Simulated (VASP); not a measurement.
# ZrN (Fm-3m) in VASP: settings compared

ZrN is run at these levels: PBE+U, PBE+D3(BJ)+U; tasks: single point.

Everything below comes from runs of VASP 6.6.1. Logs are shortened: lines on timing, memory, paths and dates and some standing lists are left out, and cuts for length are marked.

### 1 The cell of the first run

The structure is cubic, space group Fm-3m (No. 225). Conventional cell: a = 4.589 Å, b = 4.589 Å, c = 4.589 Å, α = 90.00°, β = 90.00°, γ = 90.00°. Zr (site symmetry m-3m) has 6 N at 2.29 Å within 3.0 Å. N (site symmetry m-3m) has 6 Zr at 2.29 Å within 3.0 Å.

### 2 Single point, PBE+U, collinear spin, ferromagnetic start

INCAR reads:

```
PREC     = Accurate       # precision mode
ENCUT    = 600            # plane-wave cutoff, eV
EDIFF    = 1E-6           # SCF threshold, eV
ISMEAR   = 0              # smearing method
SIGMA    = 0.1            # smearing width, eV
LREAL    = F              # projectors in reciprocal space
LASPH    = T              # aspherical terms in the spheres
NELM     = 200            # most SCF steps
ALGO     = Normal         # electronic algorithm
ISIF     = 2              # what is computed and relaxed
LWAVE    = F              # write WAVECAR
LCHARG   = F              # write CHGCAR
ISPIN    = 2              # spin polarisation
MAGMOM   = 1.62 1.95      # initial moments
LORBIT   = 11             # projections on sites
NUPDOWN  = 5.0            # fixed moment
LMAXMIX  = 4              # l up to which the mixer works
LDAU     = T              # DFT+U
LDAUTYPE = 2            
LDAUL    = 2 -1           # shell
LDAUU    = 5.1 0          # U, eV
LDAUJ    = 0 0          
LDAUPRINT= 1            
GGA      = PE             # functional
NBANDS   = 20             # bands
ISYM     = 0            
GGA_COMPAT= F
```

KPOINTS reads:

```
Automatic mesh
0
Gamma
  2 2 2
  0 0 0.5
```

POSCAR reads:

```
ZrN
1.0
    0.0000000000      2.2942655869      2.2942655869
    2.2942655869      0.0000000000      2.2942655869
    2.2942655869      2.2942655869      0.0000000000
Zr N
1 1
Direct
    0.5000000000      0.5000000000      0.5000000000
    0.0000000000      0.0000000000      0.0000000000
```

Potentials or basis: VASP PAW PBE potentials, release 64 (Zr_sv, N).

Launch:

```sh
$ cat potpaw_PBE.64/Zr_sv/POTCAR potpaw_PBE.64/N/POTCAR > POTCAR
$ mpirun -np 1 vasp_std > vasp.out
```

OUTCAR:

```text
PREC = Accurate
   ENCUT = 600
   EDIFF = 1E-6
   ISMEAR = 0
   LREAL = F
   LASPH = T
   NELM = 200
   ISIF = 2
   ISPIN = 2
   LORBIT = 11
   NUPDOWN = 5.0
   GGA = PE
   ISYM = 0

 ion  position               nearest neighbor table
   1  0.500  0.500  0.500-   2 2.29   2 2.29   2 2.29   2 2.29   2 2.29   2 2.29
   2  0.000  0.000  0.000-   1 2.29   1 2.29   1 2.29   1 2.29   1 2.29   1 2.29

IMPORTANT INFORMATION: All symmetrisations will be switched off!
NOSYMM: (Re-)initialisation of all symmetry stuff for point group C_1.

----------------------------------------------------------------------------------------

                                     Primitive cell

  volume of cell :      24.1524

  direct lattice vectors                    reciprocal lattice vectors
     0.000000000  2.294265587  2.294265587    -0.217934664  0.217934664  0.217934664
     2.294265587  0.000000000  2.294265587     0.217934664 -0.217934664  0.217934664
     2.294265587  2.294265587  0.000000000     0.217934664  0.217934664 -0.217934664

  length of vectors
     3.244581509  3.244581509  3.244581509     0.377473911  0.377473911  0.377473911

  position of ions in fractional coordinates (direct lattice)
     0.500000000  0.500000000  0.500000000
     0.000000000  0.000000000  0.000000000

  ion indices of the primitive-cell ions
   primitive index   ion index
                 1           1
                 2           2

----------------------------------------------------------------------------------------

 KPOINTS: Automatic mesh

Automatic generation of k-mesh.
 Grid dimensions read from file:
 generate k-points for:    2    2    2

 Generating k-lattice:

  Cartesian coordinates                     Fractional coordinates (reciprocal lattice)
    -0.108967332  0.108967332  0.108967332     0.500000000  0.000000000  0.000000000
     0.108967332 -0.108967332  0.108967332     0.000000000  0.500000000  0.000000000
     0.108967332  0.108967332 -0.108967332     0.000000000  0.000000000  0.500000000

  Length of vectors
     0.188736955  0.188736955  0.188736955

  Shift w.r.t. Gamma in fractional coordinates (k-lattice)
     0.000000000  0.000000000  0.500000000

 Subroutine IBZKPT returns following result:
 ===========================================

 Found     16 irreducible k-points:

 Following reciprocal coordinates:
            Coordinates               Weight
  0.000000  0.000000  0.250000      2.000000
  0.250000  0.000000  0.000000      2.000000
  0.000000  0.250000  0.000000      2.000000
  0.250000  0.250000  0.250000      2.000000
  0.500000  0.000000  0.250000      2.000000
  0.250000  0.500000  0.000000      2.000000
[... 8 lines left out ...]
 -0.250000  0.250000  0.250000      2.000000
  0.250000  0.000000  0.500000      2.000000
   k-points           NKPTS =     16   k-points in BZ     NKDIM =     16   number of bands    NBANDS=     20
   number of dos      NEDOS =    301   number of ions     NIONS =      2
   total plane-waves  NPLWV =  21952
   dimension x,y,z NGX =    28 NGY =   28 NGZ =   28
   dimension x,y,z NGXF=    56 NGYF=   56 NGZF=   56
   ions per type =               1   1
   NGX,Y,Z   is equivalent  to a cutoff of  14.35, 14.35, 14.35 a.u.
   NGXF,Y,Z  is equivalent  to a cutoff of  28.69, 28.69, 28.69 a.u.
 SYSTEM =  unknown system
   PREC   = accura    normal or accurate (medium, high low for compatibility)
   ISTART =      0    job   : 0-new  1-cont  2-samecut
   ICHARG =      2    charge: 1-file 2-atom 10-const
   ISPIN  =      2    spin polarized calculation?
   LNONCOLLINEAR =      F non collinear calculations
   LSORBIT =      F    spin-orbit coupling
   LASPH  =      T    aspherical Exc in radial PAW
   ENCUT  =  600.0 eV  44.10 Ry    6.64 a.u.   6.48  6.48  6.48*2*pi/ulx,y,z
   NELM   =    200;   NELMIN=  2; NELMDL= -5     # of ELM steps
   EDIFF  = 0.1E-05   stopping-criterion for ELM
   LREAL  =      F    real-space projection
   EDIFFG = 0.1E-04   stopping-criterion for IOM
   NSW    =      0    number of steps for IOM
   IBRION =     -1    ionic relax: 0-MD 1-quasi-New 2-CG
   NFREE  =      0    steps in history (QN), initial steepest desc. (CG)
   ISIF   =      2    stress and relaxation
   ISYM   =      0    0-nonsym 1-usesym 2-fastsym
   POTIM  = 0.5000    time-step for ionic-motion
   TEBEG  =    0.0;   TEEND  =   0.0 temperature during run
   PSTRESS=    0.0 pullay stress
   NELECT =      17.0000    total number of electrons
   NUPDOWN=       5.0000    fix difference up-down
   EMIN   =  10.00;   EMAX   =-10.00  energy-range for DOS
   EFERMI =   0.00;   METHOD = LEGACY
   ISMEAR =     0;   SIGMA  =   0.10  broadening in eV -4-tet -1-fermi 0-gaus
   EFERMI_NEDOS =   21; number of points for ismear=-14 and -15
   IALGO  =     38    algorithm
   IMIX   =      4    mixing-type and parameters
     AMIX     =   0.40;   BMIX     =  1.00
     AMIX_MAG =   1.60;   BMIX_MAG =  1.00
  volume/ion in A,a.u.               =      12.08        81.49
  Fermi-wavevector in a.u.,A,eV,Ry     =   1.456255  2.751923 28.853587  2.120679
  Thomas-Fermi vector in A             =   2.573195
   LORBIT       =     11    0 simple, 1 ext, 2 COOP (PROOUT), +10 PAW based schemes
 LDA+U is selected, type is set to LDAUTYPE =  2
   angular momentum for each species LDAUL =     2   -1
   U (eV)           for each species LDAUU =   5.1  0.0
   J (eV)           for each species LDAUJ =   0.0  0.0
   GGA     = PE    functional components
   LHFCALC =     F    Hartree Fock is set to
   AEXX    =    0.0000 exact exchange contribution
   IVDW    =     0    specifies the selected vdW correction
   LEPSILON=     F    determine dielectric tensor
   LRPA    =     F    only Hartree local field effects (RPA)
 spin polarized calculation
 Gauss-broadening in eV      SIGMA  =   0.10
  energy-cutoff  :      600.00
  volume of cell :       24.15
 maximum number of plane-waves:       812
 NGX is ok and might be reduce to    28
   NGX = 13   NGY = 13   NGZ = 13

atom =   1  type =  1  l = 2

 onsite density matrix

spin component  1

  0.7260  0.0000  0.0000 -0.0000  0.0000
  0.0000  0.7260 -0.0000  0.0000  0.0000
  0.0000 -0.0000  0.0965 -0.0000  0.0000
 -0.0000  0.0000 -0.0000  0.7259 -0.0000
  0.0000  0.0000  0.0000 -0.0000  0.0964

spin component  2

  0.0170 -0.0000  0.0000 -0.0000  0.0000
 -0.0000  0.0170 -0.0000 -0.0000  0.0000
  0.0000 -0.0000  0.0168 -0.0000  0.0000
 -0.0000 -0.0000 -0.0000  0.0170 -0.0000
  0.0000  0.0000  0.0000 -0.0000  0.0168

 occupancies and eigenvectors

  o =  0.0168  v =  0.0000  0.0000  0.0000  0.0000  0.0000  0.0008 -0.0003 -0.9668 -0.0005  0.2557      0.0000  0.0000  0.0000  0.0000  0.0000  0.0000  0.0000  0.0000  0.0000  0.0000
  o =  0.0168  v =  0.0000  0.0000  0.0000  0.0000  0.0000 -0.0002 -0.0003  0.2557  0.0005  0.9668      0.0000  0.0000  0.0000  0.0000  0.0000  0.0000  0.0000  0.0000  0.0000  0.0000
  o =  0.0170  v =  0.0000  0.0000  0.0000  0.0000  0.0000 -0.9577 -0.2005 -0.0006 -0.2066 -0.0000      0.0000  0.0000  0.0000  0.0000  0.0000  0.0000  0.0000  0.0000  0.0000  0.0000
  o =  0.0170  v =  0.0000  0.0000  0.0000  0.0000  0.0000 -0.2875  0.7009 -0.0008  0.6527 -0.0000      0.0000  0.0000  0.0000  0.0000  0.0000  0.0000  0.0000  0.0000  0.0000  0.0000
  o =  0.0170  v =  0.0000  0.0000  0.0000  0.0000  0.0000  0.0139  0.6845  0.0003 -0.7289  0.0005      0.0000  0.0000  0.0000  0.0000  0.0000  0.0000  0.0000  0.0000  0.0000  0.0000
  o =  0.0964  v =  0.0000  0.0000  0.0757 -0.0000 -0.9971  0.0000  0.0000  0.0000  0.0000  0.0000      0.0000  0.0000  0.0000  0.0000  0.0000  0.0000  0.0000  0.0000  0.0000  0.0000
  o =  0.0965  v = -0.0000  0.0000  0.9971  0.0000  0.0757  0.0000  0.0000  0.0000  0.0000  0.0000      0.0000  0.0000  0.0000  0.0000  0.0000  0.0000  0.0000  0.0000  0.0000  0.0000
  o =  0.7259  v = -0.0013  0.0254  0.0000 -0.9997  0.0000  0.0000  0.0000  0.0000  0.0000  0.0000      0.0000  0.0000  0.0000  0.0000  0.0000  0.0000  0.0000  0.0000  0.0000  0.0000
  o =  0.7260  v =  0.0005 -0.9997  0.0000 -0.0254 -0.0000  0.0000  0.0000  0.0000  0.0000  0.0000      0.0000  0.0000  0.0000  0.0000  0.0000  0.0000  0.0000  0.0000  0.0000  0.0000
  o =  0.7260  v =  1.0000  0.0005  0.0000 -0.0013  0.0000  0.0000  0.0000  0.0000  0.0000  0.0000      0.0000  0.0000  0.0000  0.0000  0.0000  0.0000  0.0000  0.0000  0.0000  0.0000

 number of electron      17.0000000 magnetization       5.0000526

 Free energy of the ion-electron system (eV)
  ---------------------------------------------------
  ext. energy  EPLUGINS =         0.00000000
  ---------------------------------------------------
  free energy    TOTEN  =        -3.19385849 eV

  energy without entropy =       -3.19291787  energy(sigma->0) =       -3.19338818

 E-fermi :   7.2271     XC(G=0): -12.1876

 val. band max:       14.8749198550   @ k =   0.2500   0.2500  -0.2500
 cond. band min:       7.5590207046   @ k =  -0.2500   0.5000   0.5000
 fundamental gap:     -7.3158991504
 Fermi energy:        15.0682623107

 spin component 1

 k-point     1 :       0.0000    0.0000    0.2500
  band No.  band energies     occupation
      1     -35.7326      1.00000
      2     -14.6783      1.00000
      3     -13.8194      1.00000
      4     -13.8193      1.00000
      5      -6.1737      1.00000
      6       3.8412      1.00000
[... 12 lines left out ...]
     19      35.0875      0.00000
     20      35.6407      0.00000

 k-point     2 :       0.2500    0.0000    0.0000
  band No.  band energies     occupation
      1     -35.7326      1.00000
      2     -14.6783      1.00000
      3     -13.8194      1.00000
      4     -13.8193      1.00000
      5      -6.1737      1.00000
      6       3.8412      1.00000
[... 12 lines left out ...]
     19      35.0875      0.00000
     20      35.6407      0.00000
[... 280 lines left out ...]
      2     -15.0128      1.00000
      3     -14.2655      1.00000
      4     -14.0473      1.00000
      5      -5.9852      1.00000
      6       3.6646      1.00000
[... 12 lines left out ...]
     19      32.1283      0.00000
     20      32.8665      0.00000

 k-point    16 :       0.2500    0.0000    0.5000
  band No.  band energies     occupation
      1     -35.6143      1.00000
      2     -15.0128      1.00000
      3     -14.2656      1.00000
      4     -14.0472      1.00000
      5      -5.9852      1.00000
      6       3.6646      1.00000
[... 12 lines left out ...]
     19      32.1283      0.00000
     20      32.8665      0.00000
 Fermi energy:         7.2271203417

 spin component 2

 k-point     1 :       0.0000    0.0000    0.2500
  band No.  band energies     occupation
      1     -34.3833      1.00000
      2     -12.9974      1.00000
      3     -12.2566      1.00000
      4     -12.2565      1.00000
      5      -3.3258      1.00000
      6       6.9115      1.00000
[... 12 lines left out ...]
     19      37.7614      0.00000
     20      37.7847      0.00000

 k-point     2 :       0.2500    0.0000    0.0000
  band No.  band energies     occupation
      1     -34.3833      1.00000
      2     -12.9974      1.00000
      3     -12.2566      1.00000
      4     -12.2565      1.00000
      5      -3.3258      1.00000
      6       6.9115      1.00000
[... 12 lines left out ...]
     19      37.7614      0.00000
     20      37.7890      0.00000
[... 281 lines left out ...]
      3     -12.6516      1.00000
      4     -12.4623      1.00000
      5      -3.0781      1.00000
      6       6.6398      1.00000
[... 12 lines left out ...]
     19      34.9170      0.00000
     20      35.3842      0.00000

 k-point    16 :       0.2500    0.0000    0.5000
  band No.  band energies     occupation
      1     -34.2773      1.00000
      2     -13.3070      1.00000
      3     -12.6516      1.00000
      4     -12.4623      1.00000
      5      -3.0781      1.00000
      6       6.6398      1.00000
[... 12 lines left out ...]
     19      34.9170      0.00000
     20      35.3842      0.00000

------------------------ aborting loop because EDIFF is reached ----------------------------------------

  FORCE on cell =-STRESS in cart. coord.  units (eV):
  Direction    XX          YY          ZZ          XY          YZ          ZX
  --------------------------------------------------------------------------------------
  -------------------------------------------------------------------------------------
  Total       14.7664079     14.7663915     14.7665662     -0.0000031     -0.0000011     -0.0000026
  in kB      979.5449601    979.5438710    979.5554639     -0.0002069     -0.0000721     -0.0001714
  external PRESSURE =     979.5480983 kB  Pullay stress =       0.0000000 kB

 VOLUME and BASIS-vectors are now :
 -----------------------------------------------------------------------------
  energy-cutoff  :      600.00
  volume of cell :       24.15
      direct lattice vectors                 reciprocal lattice vectors
     0.000000000  2.294265587  2.294265587    -0.217934664  0.217934664  0.217934664
     2.294265587  0.000000000  2.294265587     0.217934664 -0.217934664  0.217934664
     2.294265587  2.294265587  0.000000000     0.217934664  0.217934664 -0.217934664

 POSITION                                       TOTAL-FORCE (eV/Angst)
 -----------------------------------------------------------------------------------
      2.29427      2.29427      2.29427         0.000001     -0.000000     -0.000000
      0.00000      0.00000      0.00000        -0.000001      0.000000      0.000000
 -----------------------------------------------------------------------------------
    total drift:                               -0.000001      0.000001      0.000000

  FREE ENERGIE OF THE ION-ELECTRON SYSTEM (eV)
  ---------------------------------------------------
  free  energy   TOTEN  =        -3.1938584932 eV

  energy  without entropy=       -3.1929178659  energy(sigma->0) =       -3.19338818

 total charge

# of ion       s       p       d       tot
------------------------------------------
    1        2.137   5.934   2.414  10.486
    2        1.321   2.249   0.000   3.570
--------------------------------------------------
tot          3.459   8.183   2.414  14.056

 magnetization (x)

# of ion       s       p       d       tot
------------------------------------------
    1       -0.002   0.063   2.251   2.312
    2        0.028   1.370   0.000   1.398
--------------------------------------------------
tot          0.026   1.434   2.251   3.710
```

It took 33 s on 1 thread of Intel Xeon Platinum 8488C (Sapphire Rapids), shared host; peak memory 0.17 GiB.

Results:

| Property | Result |
| --- | --- |
| Free energy | -3.1939 eV |
| Pressure | 98.0 GPa |
| Net moment | 5.00 μB per cell |
| Site moments | Zr +2.31; N +1.40 μB |
| Valence electrons inside the program's atomic spheres | Zr 10.49; N 3.57 |

Eigenvalues of the final occupation matrices:
| site | spin | trace | eigenvalues |
| --- | --- | --- | --- |
| site 1 d | 1 | 2.37 | 0.10 0.10 0.73 0.73 0.73 |
| site 1 d | 2 | 0.08 | 0.02 0.02 0.02 0.02 0.02 |

Caveat: the k points lie up to 1.19 Å⁻¹ apart; the moment is held away from its start; the total moment is fixed, so each spin has its own Fermi level.

### 3 Single point, PBE+D3(BJ)+U, collinear spin, ferrimagnetic start

INCAR reads:

```
ALGO     = Normal         # electronic algorithm
EDIFF    = 1E-6           # SCF threshold, eV
ENCUT    = 600            # plane-wave cutoff, eV
GGA      = PE             # functional
GGA_COMPAT= False        
ISIF     = 2              # what is computed and relaxed
ISMEAR   = 0              # smearing method
ISPIN    = 2              # spin polarisation
IVDW     = 12             # dispersion correction
LASPH    = True           # aspherical terms in the spheres
LCHARG   = False          # write CHGCAR
LDAU     = True           # DFT+U
LDAUJ    = 0 0          
LDAUL    = 2 -1           # shell
LDAUPRINT= 1            
LDAUTYPE = 2            
LDAUU    = 3.4 0          # U, eV
LMAXMIX  = 4              # l up to which the mixer works
LORBIT   = 11             # projections on sites
LREAL    = False          # projectors in reciprocal space
LWAVE    = False          # write WAVECAR
MAGMOM   = 0.06 -0.01     # initial moments
NBANDS   = 20             # bands
NELM     = 200            # most SCF steps
PREC     = Accurate       # precision mode
SIGMA    = 0.1            # smearing width, eV
```

KPOINTS reads:

```
k-points
0
Gamma
  4 4 4
```

POSCAR is that of step 2.

Potentials or basis: VASP PAW PBE potentials, release 64 (Zr_sv, N).

Launch:

```sh
$ cat potpaw_PBE.64/Zr_sv/POTCAR potpaw_PBE.64/N/POTCAR > POTCAR
$ mpirun -np 1 vasp_std > vasp.out
```

It took 34 s on 1 thread of Intel Xeon 8259CL, shared host; peak memory 0.18 GiB.

The run converged. Its results:

* Free energy: -18.9001 eV
* Pressure: 5.5 GPa
* Net moment: 0.00 μB per cell
* Valence electrons inside the program's atomic spheres: Zr 9.72; N 3.73
* Dispersion energy per atom: -0.425 eV

Levels at points of the mesh, in eV from the Fermi level:
Spin up:
```
           k point  band 6  band 7  band 8  band 9  band 10  band 11
(0.00, 0.00, 0.00)   -2.52   -2.52   -2.52    0.20     0.20     0.20
(0.50, 0.00, 0.00)   -7.51   -5.33   -5.33    3.50     3.76     3.76
(0.50, 0.50, 0.00)   -4.56   -3.06   -3.06   -3.00     4.07     5.27
```
Spin down:
```csv
k point,band 6,band 7,band 8,band 9,band 10,band 11
"(0.00, 0.00, 0.00)",-2.52,-2.52,-2.52,0.20,0.20,0.20
"(0.50, 0.00, 0.00)",-7.51,-5.33,-5.33,3.50,3.76,3.76
"(0.50, 0.50, 0.00)",-4.56,-3.06,-3.06,-3.00,4.07,5.27
```

Eigenvalues of the final occupation matrices:
```csv
site,spin,trace,eigenvalues
site 1 d,1,0.77,0.15 0.15 0.15 0.16 0.16
site 1 d,2,0.77,0.15 0.15 0.15 0.16 0.16
```

Caveat: the k points lie up to 0.59 Å⁻¹ apart; pairwise dispersion overbinds metals, which lowers pressure and volume. The state reached can hang on the start; a lower one may exist.
